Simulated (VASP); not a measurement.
Set up this calculation in VASP 6.6.1, as the native input.

```yaml
Task: single point
Functional: PBE
Potentials_or_basis: VASP PAW PBE potentials, release 64 (C)
Cutoff: 600 eV
k_mesh: 1 × 1 × 1, shifted
Occupations: gaussian, width 0.01 eV
Spin: no spin polarisation
Dipole_correction: no
Further_INCAR_settings: LREAL = Auto; ALGO = Normal; EDIFF = 1e-06; NBANDS = 86
```

The structure of C lies in POSCAR:

```
C
1.0
   -3.5716218665      3.5716218665      3.5716218665
    3.5716218665     -3.5716218665      3.5716218665
    3.5716218665      3.5716218665     -3.5716218665
C
32
Direct
    0.0000000000      0.0000000000      0.0000000000
    0.0000000000      0.2500000000      0.7500000000
    0.0000000000      0.5000000000      0.5000000000
    0.0000000000      0.7500000000      0.2500000000
    0.2500000000      0.0000000000      0.7500000000
    0.2500000000      0.2500000000      0.5000000000
    0.2500000000      0.5000000000      0.2500000000
    0.2500000000      0.7500000000      0.0000000000
    0.5000000000      0.0000000000      0.5000000000
    0.5000000000      0.2500000000      0.2500000000
    0.5000000000      0.5000000000      0.0000000000
    0.5000000000      0.7500000000      0.7500000000
    0.7500000000      0.0000000000      0.2500000000
    0.7500000000      0.2500000000      0.0000000000
    0.7500000000      0.5000000000      0.7500000000
    0.7500000000      0.7500000000      0.5000000000
    0.0000000000      0.0000000000      0.7500000000
    0.0000000000      0.2500000000      0.5000000000
    0.0000000000      0.5000000000      0.2500000000
    0.0000000000      0.7500000000      0.0000000000
    0.2500000000      0.0000000000      0.5000000000
    0.2500000000      0.2500000000      0.2500000000
    0.2500000000      0.5000000000      0.0000000000
    0.2500000000      0.7500000000      0.7500000000
    0.5000000000      0.0000000000      0.2500000000
    0.5000000000      0.2500000000      0.0000000000
    0.5000000000      0.5000000000      0.7500000000
    0.5000000000      0.7500000000      0.5000000000
    0.7500000000      0.0000000000      0.0000000000
    0.7500000000      0.2500000000      0.7500000000
    0.7500000000      0.5000000000      0.5000000000
    0.7500000000      0.7500000000      0.2500000000
```

The input as run:

INCAR

```
  ALGO = Normal
  EDIFF = 1E-6
  ENCUT = 600
  GGA = PE
  GGA_COMPAT = False
  ISIF = 2
  ISMEAR = 0
  LASPH = True
  LCHARG = True
  LELF = True
  LREAL = Auto
  LVHAR = True
  LWAVE = False
  NBANDS = 86
  NELM = 120
  PREC = Accurate
  SIGMA = 0.01
```

KPOINTS

```
Automatic mesh
0
Gamma
  1 1 1
  0.25 0.25 0.25
```

Potentials or basis: VASP PAW PBE potentials, release 64 (C).

Launch:

```sh
$ cat potpaw_PBE.64/C/POTCAR > POTCAR
$ mpirun -np 1 vasp_std > vasp.out
```

Results of the run:

The pressure is -0.2 GPa and the band gap on the k mesh is 7.80 eV.

Caveat: the k points lie up to 1.24 Å⁻¹ apart.

Run time: 32 s on 1 thread of Intel(R) Xeon(R) 6975P-C (Granite Rapids) (shared host), peak memory 0.32 GiB.
